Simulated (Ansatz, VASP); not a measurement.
## Two plane-wave programs on AlN

The input INCAR:

```
PREC     = Accurate       # precision mode
ENCUT    = 600            # plane-wave cutoff, eV
EDIFF    = 1E-6           # SCF threshold, eV
ISMEAR   = 0              # smearing method
SIGMA    = 0.02           # smearing width, eV
LREAL    = False          # projectors in reciprocal space
LASPH    = True           # aspherical terms in the spheres
NELM     = 120            # most SCF steps
ALGO     = Normal         # electronic algorithm
ISIF     = 2              # what is computed and relaxed
LWAVE    = False          # write WAVECAR
LCHARG   = True           # write CHGCAR
LELF     = True           # ELF
LVHAR    = True         
NBANDS   = 11             # bands
GGA_COMPAT= False
```

Contents of KPOINTS:

```
Automatic mesh
0
Gamma
  10 10 10
```

The input POSCAR:

```
AlN
1.0
    0.0000000000      2.1710505070      2.1710505070
    2.1710505070      0.0000000000      2.1710505070
    2.1710505070      2.1710505070      0.0000000000
Al N
1 1
Direct
    0.0000000000      0.0000000000      0.0000000000
    0.2500000000      0.2500000000      0.2500000000
```

Input for Ansatz:

```yaml
crystal:
  lattice:
    - [0.0, 2.171050507, 2.171050507]
    - [2.171050507, 0.0, 2.171050507]
    - [2.171050507, 2.171050507, 0.0]
  atoms:
    - { symbol: Al, position: [0.0, 0.0, 0.0] }
    - { symbol: "N", position: [0.25, 0.25, 0.25] }
basis:
  ecutwfc: 420
kpoints:
  mp_grid: { grid: [10, 10, 10] }
  band_path:
    path:
      - [[0.0, 0.0, 0.0], [-0.5, -0.5, 0.0], [-0.375, -0.375, 0.25]]
      - [[-0.375, 0.0, 0.375], [0.0, 0.0, 0.0], [0.0, 0.0, 0.5], [-0.5, -0.25, 0.25], [-0.5, -0.5, 0.0]]
    npoints: 10
hamiltonian:
  xc: lda
  pseudopotentials: { kind: paw, azcp: { folder: soft_1 } }
scf:
  occupations: { method: gaussian, width: 0.02 }
  n_extra_bands: 7
output:
  forces: true
  stress: true
  eigenvalues: true
```

Alike in both runs: task single point; functional LDA; k mesh 10 × 10 × 10; occupations gaussian, width 0.02 eV; no spin polarisation.

|  | VASP | Ansatz |
| --- | --- | --- |
| version | VASP 6.6.1 | Ansatz 0.2.0 |
| potentials or method | VASP PAW LDA potentials, release 64 (Al, N), cutoff 600 eV | scalar-relativistic, plane waves, PAW |
| valence electrons in the cell | 8 | 8 |

```csv
,VASP,Ansatz,Ansatz less VASP
gap on the k mesh at the Fermi level (eV),3.23,3.25,+0.019
least direct gap on the mesh (eV),4.39,4.39,-0.008
pressure (GPa),0.6,0.0,-0.57
```

Ansatz warns that its potentials were made for another functional, while VASP's fit it. LDA's correlation is that of Perdew and Zunger in VASP and of Perdew and Wang (1992) in Ansatz.
